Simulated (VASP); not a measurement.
The system is CuSn2.

```
Cu Sn
1.0
     3.20845    0.00000    0.00000
    -1.60422    2.77860    0.00000
     0.00000    0.00000   15.46139
Cu Sn
2 4
Direct
  0.33333 0.66667 0.41667
  0.66667 0.33333 0.58333
  0.33333 0.66667 0.75000
  0.33333 0.66667 0.08333
  0.66667 0.33333 0.91667
  0.66667 0.33333 0.25000
```

* Program: VASP 6.6.1
* Task: relaxation of cell and atoms
* Functional: PBE
* Potentials or basis: VASP PAW PBE potentials, release 64 (Cu, Sn_d)
* Cutoff: 600 eV
* k mesh: 6 × 6 × 1
* Occupations: gaussian, width 0.1 eV
* Spin: no spin polarisation

At the start: pressure 2.0 GPa; volume 22.97 Å³/atom.

**Question.** How do energy, volume and symmetry change on relaxing?

**Answer.** Over 20 steps the energy falls by 321.0 meV/atom and the volume is 22.78 Å³/atom (-0.9 %); space group P-3m1 (No. 164, to 0.1 Å) before and after.

Step by step:
| step | energy change (eV) | largest force (eV/Å) | pressure (GPa) | volume (Å³) |
| --- | --- | --- | --- | --- |
| 1 | 0.0000 | 1.8578 | 2.04 | 137.84 |
| 2 | -0.3230 | 1.3550 | -1.08 | 143.76 |
| 3 | -0.4541 | 0.9441 | -3.53 | 151.01 |
| 4 | -0.7341 | 0.8429 | -2.28 | 145.48 |
| 5 | -0.9894 | 1.6056 | 2.94 | 133.40 |
| 6 | -0.9970 | 1.4120 | 1.71 | 135.48 |
| 7 | -1.2375 | 1.1849 | 1.55 | 134.71 |
| 8 | -1.4628 | 1.6444 | 3.61 | 132.32 |
| 9 | -1.6990 | 1.1346 | 0.68 | 137.47 |
| 10 | -1.7673 | 0.6597 | -1.27 | 142.52 |
| 11 | -1.8460 | 0.4472 | -0.54 | 139.88 |
| 12 | -1.8913 | 0.3392 | 0.65 | 136.69 |
| 13 | -1.8925 | 0.3227 | 0.99 | 135.96 |
| 14 | -1.9070 | 0.1548 | -0.01 | 137.82 |
| 15 | -1.9073 | 0.1265 | -0.17 | 138.16 |
| 16 | -1.9110 | 0.1128 | -0.16 | 137.92 |
| 17 | -1.9196 | 0.0724 | -0.08 | 137.20 |
| 18 | -1.9253 | 0.0439 | 0.15 | 135.78 |
| 19 | -1.9254 | 0.0478 | 0.11 | 135.98 |
| 20 | -1.9258 | 0.0263 | -0.23 | 136.66 |

Final structure:
```
Cu Sn
1.0
     3.26314    0.00000    0.00000
    -1.63157    2.82596    0.00000
     0.00000    0.00000   14.81971
Cu Sn
2 4
Direct
  0.33333 0.66667 0.44498
  0.66667 0.33333 0.55502
  0.33333 0.66667 0.69235
  0.33333 0.66667 0.09888
  0.66667 0.33333 0.90112
  0.66667 0.33333 0.30765
```

Caveat: the k points lie up to 0.42 Å⁻¹ apart in the final cell, too coarse for converged energies and pressures of a metal.
